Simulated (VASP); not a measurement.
# TiSi2 (Cmcm) in VASP: notebook

Runs on TiSi2. Level: PBEsol. Tasks: single point.

Program: VASP 6.6.1. These are calculated values, not measurements. Logs are shortened: lines on timing, memory, paths and dates and some standing lists are left out, and cuts for length are marked.

## (1) The cell of the first run

It takes space group Cmcm (No. 63, orthorhombic). The conventional cell has a = 3.306 Å, b = 12.547 Å, c = 3.687 Å, α = 90.00°, β = 90.00°, γ = 90.00°. Within 3.4 Å of Ti (site symmetry m2m) lie 10 Si at 2.52 to 2.62 Å and 4 Ti at 3.13 to 3.31 Å. Within 3.4 Å of Si (site symmetry m2m) lie 8 Si at 2.41 to 3.31 Å and 6 Ti at 2.52 to 2.62 Å. Within 3.4 Å of Si (site symmetry m2m) lie 10 Si at 2.48 to 3.31 Å and 4 Ti at 2.54 to 2.59 Å.

## (2) Single point, PBEsol (biaxial strain in the a-b plane: -6.0 %, then relaxed in part)

Input file INCAR:

```
SYSTEM = TiSi2
ALGO = Normal
EDIFF = 1E-6
ENCUT = 520
GGA = PS
ISIF = 2
ISMEAR = 0
LASPH = .TRUE.
LCHARG = .TRUE.
LELF = .TRUE.
LREAL = .FALSE.
LVHAR = .TRUE.
LWAVE = .FALSE.
NBANDS = 52
NELM = 60
PREC = Accurate
SIGMA = 0.1
```

Input file KPOINTS:

```
k-points
0
G
  10 4 10
  0 0 0
```

Input file POSCAR:

```
TiSi2
1.0
    3.3060266062      0.0000000000      0.0000000000
    0.0000000000     12.5473531192      0.0000000000
    0.0000000000      0.0000000000      3.6865703558
Ti Si
4 8
Direct
    0.5000000000      0.6006034589      0.7500000000
    0.0000000000      0.8993965411      0.2500000000
    0.0000000000      0.1006034589      0.7500000000
    0.5000000000      0.3993965411      0.2500000000
    0.5000000000      0.9384288162      0.7500000000
    0.0000000000      0.5615711838      0.2500000000
    0.0000000000      0.7538917149      0.7500000000
    0.5000000000      0.7461082851      0.2500000000
    0.0000000000      0.4384288162      0.7500000000
    0.5000000000      0.0615711838      0.2500000000
    0.5000000000      0.2538917149      0.7500000000
    0.0000000000      0.2461082851      0.2500000000
```

Potentials or basis: VASP PAW PBE potentials, release 64 (Ti_sv, Si).

Command:

```sh
> cat potpaw_PBE.64/Ti_sv/POTCAR potpaw_PBE.64/Si/POTCAR > POTCAR
> mpirun -np 1 vasp_std > vasp.out
```

OUTCAR:

```text
SYSTEM = TiSi2
   EDIFF = 1E-6
   ENCUT = 520
   GGA = PS
   ISIF = 2
   ISMEAR = 0
   LASPH = .TRUE.
   LREAL = .FALSE.
   NELM = 60
   PREC = Accurate

 ion  position               nearest neighbor table
   1  0.500  0.601  0.750-   6 2.52   6 2.52   6 2.52   6 2.52   7 2.54   7 2.54   8 2.59   8 2.59
                             9 2.62   9 2.62
   2  0.000  0.899  0.250-   5 2.52   5 2.52   5 2.52   5 2.52   8 2.54   8 2.54   7 2.59   7 2.59
                            10 2.62  10 2.62
   3  0.000  0.101  0.750-  10 2.52  10 2.52  10 2.52  10 2.52  11 2.54  11 2.54  12 2.59  12 2.59
                             5 2.62   5 2.62
   4  0.500  0.399  0.250-   9 2.52   9 2.52   9 2.52   9 2.52  12 2.54  12 2.54  11 2.59  11 2.59
                             6 2.62   6 2.62
   5  0.500  0.938  0.750-  10 2.41  10 2.41   2 2.52   2 2.52   2 2.52   2 2.52   3 2.62   3 2.62
                             7 2.84   7 2.84   8 3.04   8 3.04
   6  0.000  0.562  0.250-   9 2.41   9 2.41   1 2.52   1 2.52   1 2.52   1 2.52   4 2.62   4 2.62
                             8 2.84   8 2.84   7 3.04   7 3.04
   7  0.000  0.754  0.750-   8 2.48   8 2.48   8 2.48   8 2.48   1 2.54   1 2.54   2 2.59   2 2.59
                             5 2.84   5 2.84   6 3.04   6 3.04
   8  0.500  0.746  0.250-   7 2.48   7 2.48   7 2.48   7 2.48   2 2.54   2 2.54   1 2.59   1 2.59
                             6 2.84   6 2.84   5 3.04   5 3.04
   9  0.000  0.438  0.750-   6 2.41   6 2.41   4 2.52   4 2.52   4 2.52   4 2.52   1 2.62   1 2.62
                            11 2.84  11 2.84  12 3.04  12 3.04
  10  0.500  0.062  0.250-   5 2.41   5 2.41   3 2.52   3 2.52   3 2.52   3 2.52   2 2.62   2 2.62
                            12 2.84  12 2.84  11 3.04  11 3.04
  11  0.500  0.254  0.750-  12 2.48  12 2.48  12 2.48  12 2.48   3 2.54   3 2.54   4 2.59   4 2.59
                             9 2.84   9 2.84  10 3.04  10 3.04
  12  0.000  0.246  0.250-  11 2.48  11 2.48  11 2.48  11 2.48   4 2.54   4 2.54   3 2.59   3 2.59
                            10 2.84  10 2.84   9 3.04   9 3.04

  LATTYP: Found a simple orthorhombic cell.
 ALAT       =     3.3060266062
 B/A-ratio  =     1.1151060759
 C/A-ratio  =     3.7952970783

  Lattice vectors:

 A1 = (  -3.3060266062,   0.0000000000,   0.0000000000)
 A2 = (   0.0000000000,   0.0000000000,   3.6865703558)
 A3 = (   0.0000000000,  12.5473531192,   0.0000000000)

Analysis of symmetry for initial positions (statically):
=====================================================================
 Subroutine PRICEL returns following result:

  LATTYP: Found a base centered orthorhombic cell.
 ALAT       =     3.3060266062
 B/A-ratio  =     3.7952970783
 C/A-ratio  =     1.1151060759

  Lattice vectors:

 A1 = (  -1.6530133031,   6.2736765596,   0.0000000000)
 A2 = (  -1.6530133031,  -6.2736765596,   0.0000000000)
 A3 = (   0.0000000000,   0.0000000000,   3.6865703558)

   2 primitive cells build up your supercell.

 Routine SETGRP: Setting up the symmetry group for a
 simple orthorhombic supercell.

 Subroutine GETGRP returns: Found  8 space group operations
 (whereof  4 operations were pure point group operations)
 out of a pool of  8 trial point group operations.

The static configuration has the point symmetry C_2h.
 The point group associated with its full space group is D_2h.

Analysis of symmetry for dynamics (positions and initial velocities):
=====================================================================
 Subroutine PRICEL returns following result:

  LATTYP: Found a base centered orthorhombic cell.
 ALAT       =     3.3060266062
 B/A-ratio  =     3.7952970783
 C/A-ratio  =     1.1151060759

  Lattice vectors:

 A1 = (  -1.6530133031,   6.2736765596,   0.0000000000)
 A2 = (  -1.6530133031,  -6.2736765596,   0.0000000000)
 A3 = (   0.0000000000,   0.0000000000,   3.6865703558)

   2 primitive cells build up your supercell.

 Routine SETGRP: Setting up the symmetry group for a
 simple orthorhombic supercell.

 Subroutine GETGRP returns: Found  8 space group operations
 (whereof  4 operations were pure point group operations)
 out of a pool of  8 trial point group operations.

The dynamic configuration has the point symmetry C_2h.
 The point group associated with its full space group is D_2h.

 Subroutine INISYM returns: Found  8 space group operations
 (whereof  4 operations are pure point group operations),
 and found     2 'primitive' translations

----------------------------------------------------------------------------------------

                                     Primitive cell

  volume of cell :      76.4629

  direct lattice vectors                    reciprocal lattice vectors
    -1.653013303  6.273676560  0.000000000    -0.302477904  0.079698084  0.000000000
    -1.653013303 -6.273676560  0.000000000    -0.302477904 -0.079698084  0.000000000
     0.000000000  0.000000000  3.686570356     0.000000000  0.000000000  0.271254826

  length of vectors
     6.487793967  6.487793967  3.686570356     0.312801322  0.312801322  0.271254826

  position of ions in fractional coordinates (direct lattice)
     0.100603459  0.899396541  0.750000000
     0.899396541  0.100603459  0.250000000
     0.438428816  0.561571184  0.750000000
     0.561571184  0.438428816  0.250000000
     0.753891715  0.246108285  0.750000000
     0.246108285  0.753891715  0.250000000

  ion indices of the primitive-cell ions
   primitive index   ion index
                 1           1
                 2           4
                 3           5
                 4          10
                 5          11
                 6           8

----------------------------------------------------------------------------------------

 KPOINTS: k-points

Automatic generation of k-mesh.
 Grid dimensions read from file:
 generate k-points for:   10    4   10

 Generating k-lattice:

  Cartesian coordinates                     Fractional coordinates (reciprocal lattice)
     0.030247790  0.000000000  0.000000000     0.100000000  0.000000000  0.000000000
     0.000000000  0.019924521  0.000000000     0.000000000  0.250000000  0.000000000
     0.000000000  0.000000000  0.027125483     0.000000000  0.000000000  0.100000000

  Length of vectors
     0.030247790  0.019924521  0.027125483

  Shift w.r.t. Gamma in fractional coordinates (k-lattice)
     0.000000000  0.000000000  0.000000000

 Subroutine IBZKPT returns following result:
 ===========================================

 Found    108 irreducible k-points:

 Following reciprocal coordinates:
            Coordinates               Weight
  0.000000  0.000000  0.000000      1.000000
  0.100000  0.000000  0.000000      2.000000
  0.200000  0.000000  0.000000      2.000000
  0.300000  0.000000  0.000000      2.000000
  0.400000  0.000000  0.000000      2.000000
  0.500000  0.000000  0.000000      1.000000
[... 16 lines left out ...]
  0.400000  0.000000  0.100000      4.000000
  0.500000  0.000000  0.100000      2.000000
 [... further k-points ...]
   k-points           NKPTS =    108   k-points in BZ     NKDIM =    108   number of bands    NBANDS=     52
   number of dos      NEDOS =    301   number of ions     NIONS =     12
   total plane-waves  NPLWV =  75264
   dimension x,y,z NGX =    28 NGY =   96 NGZ =   28
   dimension x,y,z NGXF=    56 NGYF=  192 NGZF=   56
   ions per type =               4   8
   NGX,Y,Z   is equivalent  to a cutoff of  14.08, 12.72, 12.63 a.u.
   NGXF,Y,Z  is equivalent  to a cutoff of  28.16, 25.44, 25.25 a.u.
 SYSTEM =  TiSi2
   PREC   = accura    normal or accurate (medium, high low for compatibility)
   ISTART =      0    job   : 0-new  1-cont  2-samecut
   ICHARG =      2    charge: 1-file 2-atom 10-const
   ISPIN  =      1    spin polarized calculation?
   LNONCOLLINEAR =      F non collinear calculations
   LSORBIT =      F    spin-orbit coupling
   LASPH  =      T    aspherical Exc in radial PAW
   ENCUT  =  520.0 eV  38.22 Ry    6.18 a.u.   6.15 23.33  6.85*2*pi/ulx,y,z
   NELM   =     60;   NELMIN=  2; NELMDL= -5     # of ELM steps
   EDIFF  = 0.1E-05   stopping-criterion for ELM
   LREAL  =      F    real-space projection
   EDIFFG = 0.1E-04   stopping-criterion for IOM
   NSW    =      0    number of steps for IOM
   IBRION =     -1    ionic relax: 0-MD 1-quasi-New 2-CG
   NFREE  =      0    steps in history (QN), initial steepest desc. (CG)
   ISIF   =      2    stress and relaxation
   ISYM   =      2    0-nonsym 1-usesym 2-fastsym
   POTIM  = 0.5000    time-step for ionic-motion
   TEBEG  =    0.0;   TEEND  =   0.0 temperature during run
   PSTRESS=    0.0 pullay stress
   NELECT =      80.0000    total number of electrons
   NUPDOWN=      -1.0000    fix difference up-down
   EMIN   =  10.00;   EMAX   =-10.00  energy-range for DOS
   EFERMI =   0.00;   METHOD = LEGACY
   ISMEAR =     0;   SIGMA  =   0.10  broadening in eV -4-tet -1-fermi 0-gaus
   EFERMI_NEDOS =   21; number of points for ismear=-14 and -15
   IALGO  =     38    algorithm
   IMIX   =      4    mixing-type and parameters
     AMIX     =   0.40;   BMIX     =  1.00
     AMIX_MAG =   1.60;   BMIX_MAG =  1.00
  volume/ion in A,a.u.               =      12.74        86.00
  Fermi-wavevector in a.u.,A,eV,Ry     =   1.319100  2.492738 23.674487  1.740026
  Thomas-Fermi vector in A             =   2.449023
   LORBIT       =      0    0 simple, 1 ext, 2 COOP (PROOUT), +10 PAW based schemes
   GGA     = PS    functional components
   LHFCALC =     F    Hartree Fock is set to
   AEXX    =    0.0000 exact exchange contribution
   IVDW    =     0    specifies the selected vdW correction
   LEPSILON=     F    determine dielectric tensor
   LRPA    =     F    only Hartree local field effects (RPA)
 non-spin polarized calculation
 Gauss-broadening in eV      SIGMA  =   0.10
  energy-cutoff  :      520.00
  volume of cell :      152.93
 maximum number of plane-waves:      4168
 NGX is ok and might be reduce to    28
   NGX = 13   NGY = 47   NGZ = 13

 number of electron      79.9999988 magnetization

 Free energy of the ion-electron system (eV)
  ---------------------------------------------------
  ext. energy  EPLUGINS =         0.00000000
  ---------------------------------------------------
  free energy    TOTEN  =       -86.20225876 eV

  energy without entropy =      -86.18442613  energy(sigma->0) =      -86.19334245

 E-fermi :  11.8422     XC(G=0): -12.2269

 val. band max:       11.8283597213   @ k =   0.0000   0.2500   0.1000
 cond. band min:      11.8534876273   @ k =   0.1000   0.0000   0.3000
 fundamental gap:      0.0251279060
 Fermi energy:        11.8421711445

 k-point     1 :       0.0000    0.0000    0.0000
  band No.  band energies     occupation
      1     -44.3390      2.00000
      2     -44.3386      2.00000
      3     -44.3184      2.00000
      4     -44.3180      2.00000
      5     -20.9098      2.00000
      6     -20.9084      2.00000
[... 44 lines left out ...]
     51      14.2822      0.00000
     52      14.5979      0.00000

 k-point     2 :       0.1000    0.0000    0.0000
  band No.  band energies     occupation
      1     -44.3379      2.00000
      2     -44.3376      2.00000
      3     -44.3174      2.00000
      4     -44.3170      2.00000
      5     -20.9082      2.00000
      6     -20.9068      2.00000
[... 44 lines left out ...]
     51      14.6534      0.00000
     52      14.8098      0.00000
[... 1153 lines left out ...]
     51      14.2729      0.00000
     52      14.8719      0.00000

 k-point    24 :       0.5000    0.0000    0.1000
  band No.  band energies     occupation
      1     -44.3269      2.00000
      2     -44.3269      2.00000
      3     -44.3079      2.00000
      4     -44.3079      2.00000
      5     -20.8971      2.00000
      6     -20.8971      2.00000
[... 44 lines left out ...]
     51      14.4183      0.00000
     52      14.4184      0.00000

 [... further k-points ...]
[... 5 lines left out ...]
  --------------------------------------------------------------------------------------
  -------------------------------------------------------------------------------------
  Total       19.7724826     19.5440892      0.1512392      0.0000000      0.0000000      0.0000000
  in kB      207.1527927    204.7599557      1.5845066      0.0000000      0.0000000      0.0000000
  external PRESSURE =     137.8324183 kB  Pullay stress =       0.0000000 kB

 VOLUME and BASIS-vectors are now :
 -----------------------------------------------------------------------------
  energy-cutoff  :      520.00
  volume of cell :      152.93
      direct lattice vectors                 reciprocal lattice vectors
     3.306026606  0.000000000  0.000000000     0.302477904  0.000000000  0.000000000
     0.000000000 12.547353119  0.000000000     0.000000000  0.079698084  0.000000000
     0.000000000  0.000000000  3.686570356     0.000000000  0.000000000  0.271254826

 POSITION                                       TOTAL-FORCE (eV/Angst)
 -----------------------------------------------------------------------------------
      1.65301      7.53598      2.76493        -0.000000      0.001233     -0.000000
      0.00000     11.28505      0.92164        -0.000000     -0.001233      0.000000
      0.00000      1.26231      2.76493        -0.000000      0.001233     -0.000000
      1.65301      5.01137      0.92164        -0.000000     -0.001233      0.000000
      1.65301     11.77480      2.76493         0.000000     -0.001300     -0.000000
      0.00000      7.04623      0.92164        -0.000000      0.001300      0.000000
      0.00000      9.45935      2.76493        -0.000000      0.000606     -0.000000
      1.65301      9.36168      0.92164         0.000000     -0.000606     -0.000000
      0.00000      5.50112      2.76493        -0.000000     -0.001300      0.000000
      1.65301      0.77256      0.92164        -0.000000      0.001300      0.000000
      1.65301      3.18567      2.76493        -0.000000      0.000606     -0.000000
      0.00000      3.08801      0.92164         0.000000     -0.000606     -0.000000
 -----------------------------------------------------------------------------------
    total drift:                                0.000000      0.000000      0.000000

  FREE ENERGIE OF THE ION-ELECTRON SYSTEM (eV)
  ---------------------------------------------------
  free  energy   TOTEN  =       -86.2022587606 eV

  energy  without entropy=      -86.1844261329  energy(sigma->0) =      -86.19334245
```

Run time: 20 min. Hardware: 1 thread of Intel Xeon 8259CL, shared host; peak memory 0.68 GiB.

What came out:

| Quantity | Value |
| --- | --- |
| Free energy | -86.2023 eV |
| Pressure | 13.8 GPa |
| Band gap on the k mesh | zero (bands 40 and 41 overlap by 1.31 eV) |

Stress tensor (GPa, compression positive):
```
20.72  0.00  0.00
 0.00 20.48  0.00
 0.00  0.00  0.16
```

Levels at points of the mesh, in eV from the Fermi level:
| k point | band 38 | band 39 | band 40 | band 41 | band 42 | band 43 |
| --- | --- | --- | --- | --- | --- | --- |
| (0.00, 0.00, 0.00) | -1.26 | 0.11 | 0.19 | 0.33 | 0.45 | 0.51 |
| (0.50, 0.00, 0.00) | -1.00 | -0.87 | -0.87 | -0.41 | -0.41 | 0.66 |
| (0.00, 0.50, 0.00) | -1.06 | 0.34 | 0.34 | 0.38 | 0.38 | 0.73 |
| (0.50, 0.50, 0.00) | -1.03 | -0.94 | -0.94 | -0.81 | -0.81 | 0.75 |
| (0.00, 0.00, 0.50) | -0.57 | 0.50 | 0.50 | 1.03 | 1.03 | 1.07 |
| (0.50, 0.00, 0.50) | -2.24 | -2.24 | -2.24 | 1.42 | 1.42 | 1.42 |
| (0.00, 0.50, 0.50) | -0.09 | -0.09 | -0.09 | 1.06 | 1.06 | 1.06 |
| (0.50, 0.50, 0.50) | -2.59 | -2.59 | -2.59 | 1.42 | 1.42 | 1.42 |

Caveat: the cell differs from its parent crystal (biaxial strain in the a-b plane: -6.0 %, then relaxed in part); the stress differs along the axes, from 0 to 21 GPa; the PAW data sets were made with another functional, which shifts forces and pressure a little.

## (3) Single point, PBEsol (uniaxial strain along c: +6.0 %, then relaxed in part)

Input file INCAR:

```
SYSTEM = TiSi2
ALGO = Normal ; EDIFF = 1E-6
ENCUT = 520 ; GGA = PS
ISIF = 2 ; ISMEAR = 0
LASPH = .True. ; LCHARG = .True.
LELF = .True. ; LREAL = .False.
LVHAR = .True. ; LWAVE = .False.
NBANDS = 52 ; NELM = 60
PREC = Accurate ; SIGMA = 0.1
```

Input file KPOINTS:

```
k-points
0
Gamma
  10 4 10
  0 0 0
```

Input file POSCAR:

```
TiSi2
1.0
    3.4493390113      0.0000000000      0.0000000000
    0.0000000000     13.2234705663      0.0000000000
    0.0000000000      0.0000000000      3.7689520922
Ti Si
4 8
Direct
    0.5000000000      0.6022632255      0.7500000000
    0.0000000000      0.8977367745      0.2500000000
    0.0000000000      0.1022632255      0.7500000000
    0.5000000000      0.3977367745      0.2500000000
    0.5000000000      0.9410966552      0.7500000000
    0.0000000000      0.5589033448      0.2500000000
    0.0000000000      0.7523577148      0.7500000000
    0.5000000000      0.7476422852      0.2500000000
    0.0000000000      0.4410966552      0.7500000000
    0.5000000000      0.0589033448      0.2500000000
    0.5000000000      0.2523577148      0.7500000000
    0.0000000000      0.2476422852      0.2500000000
```

Potentials or basis: VASP PAW PBE potentials, release 64 (Ti_sv, Si).

Command:

```sh
> cat potpaw_PBE.64/Ti_sv/POTCAR potpaw_PBE.64/Si/POTCAR > POTCAR
> mpirun -np 1 vasp_std > vasp.out
```

It took 15 min on 1 thread of Intel Xeon Platinum 8488C (Sapphire Rapids), shared host; peak memory 0.75 GiB.

The run converged. Its results:

* Free energy: -86.9303 eV
* Pressure: -4.7 GPa
* Band gap on the k mesh: zero (bands 40 and 41 overlap by 1.17 eV)

Stress tensor (GPa, compression positive):
```
  0.13   0.00   0.00
  0.00   0.10   0.00
  0.00   0.00 -14.29
```

Levels at points of the mesh, in eV from the Fermi level:
```tsv
k point	band 38	band 39	band 40	band 41	band 42	band 43
(0.00, 0.00, 0.00)	-1.13	0.03	0.38	0.40	0.47	0.67
(0.50, 0.00, 0.00)	-1.09	-0.77	-0.77	-0.32	-0.32	0.44
(0.00, 0.50, 0.00)	-1.02	0.33	0.33	0.42	0.42	0.53
(0.50, 0.50, 0.00)	-0.93	-0.75	-0.75	-0.74	-0.74	0.51
(0.00, 0.00, 0.50)	-0.59	0.32	0.32	0.81	0.81	1.02
(0.50, 0.00, 0.50)	-2.13	-2.13	-2.13	1.39	1.39	1.39
(0.00, 0.50, 0.50)	-0.17	-0.17	-0.17	0.96	0.96	0.96
(0.50, 0.50, 0.50)	-2.35	-2.35	-2.35	1.38	1.38	1.38
```

Caveat: the cell differs from its parent crystal (uniaxial strain along c: +6.0 %, then relaxed in part); the stress differs along the axes, from -14 to 0 GPa; the PAW data sets were made with another functional, which shifts forces and pressure a little.

The gap in the log of VASP goes by the Fermi energy; the results here count the filled bands.